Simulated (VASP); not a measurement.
Input of a VASP 6.6.1 run:

The input INCAR:

```
PREC = Accurate ; ENCUT = 520
EDIFF = 1E-6 ; ISMEAR = -1
SIGMA = 0.05 ; LREAL = False
LASPH = True ; NELM = 100
ALGO = Normal ; ISIF = 2
LWAVE = False ; LCHARG = False
GGA = PS ; NBANDS = 18
```

KPOINTS

```
regular mesh
0
Gamma
  8 8 5
```

POSCAR

```
La
1.0
    3.0327720639      0.0000000000      0.0000000000
   -1.5163860320      2.6264576513      0.0000000000
    0.0000000000      0.0000000000      5.2009075153
La
2
Direct
    0.6666666667      0.3333333333      0.7500000000
    0.3333333333      0.6666666667      0.2500000000
```

Potentials or basis: VASP PAW PBE potentials, release 64 (La).

Command:

```bash
$ cat potpaw_PBE.64/La/POTCAR > POTCAR
$ mpirun -np 1 vasp_std > vasp.out
```

Question: Predict the pressure.

Answer: 30.4 GPa.

Question: What does it give for the band gap on the k mesh?

Answer: Zero (band 11 reaches 15.96 eV, above the bottom of band 12 at 13.44 eV).

Stress tensor (GPa, compression positive):
```
30.41  0.00  0.00
 0.00 30.41  0.00
 0.00  0.00 30.33
```

Caveat: the PAW data sets were made with another functional, which shifts forces and pressure a little; spin-orbit coupling is left out, which moves the levels of the heavy elements.
